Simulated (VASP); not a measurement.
The system is SbMo2.

```
Sb Mo
1.0
     5.05928    0.00000    0.00000
     0.00000    5.05928    0.00000
     0.00000    0.00000    5.05928
Sb Mo
2 4
Direct
  0.00000 0.00000 0.00000
  0.50000 0.50000 0.50000
  0.25000 0.25000 0.25000
  0.25000 0.75000 0.75000
  0.75000 0.75000 0.25000
  0.75000 0.25000 0.75000
```

```yaml
Program: VASP 6.6.1
Task: relaxation of cell and atoms
Functional: PBE
Potentials_or_basis: VASP PAW PBE potentials, release 64 (Sb, Mo_sv)
Cutoff: 500 eV
k_mesh: 4 × 4 × 4
Occupations: gaussian, width 0.1 eV
Spin: no spin polarisation
```

At the start: pressure 53.4 GPa; volume 21.58 Å³/atom.

**Question.** Where does the relaxation end?

**Answer.** Over 5 steps the energy falls by 1172.9 meV/atom and the volume is 31.36 Å³/atom (+45.3 %); space group Pn-3m (No. 224, to 0.1 Å) before and after.

Step by step:
| step | energy change (eV) | largest force (eV/Å) | pressure (GPa) | volume (Å³) |
| --- | --- | --- | --- | --- |
| 1 | 0.0000 | 0.0000 | 53.37 | 129.50 |
| 2 | -0.7121 | 0.0000 | -9.54 | 316.41 |
| 3 | -6.9845 | 0.0000 | -2.23 | 195.59 |
| 4 | -7.0289 | 0.0000 | -0.94 | 191.15 |
| 5 | -7.0375 | 0.0000 | 0.03 | 188.16 |

Final structure:
```xyz
6
Lattice="5.7303 0.0000 0.0000 0.0000 5.7303 0.0000 0.0000 0.0000 5.7303" Properties=species:S:1:pos:R:3 pbc="T T T"
Sb    0.0000    0.0000    0.0000
Sb    2.8651    2.8651    2.8651
Mo    1.4326    1.4326    1.4326
Mo    1.4326    4.2977    4.2977
Mo    4.2977    4.2977    1.4326
Mo    4.2977    1.4326    4.2977
```

Caveat: the volume moved by over 15 % at a fixed basis, so the end points are rough.
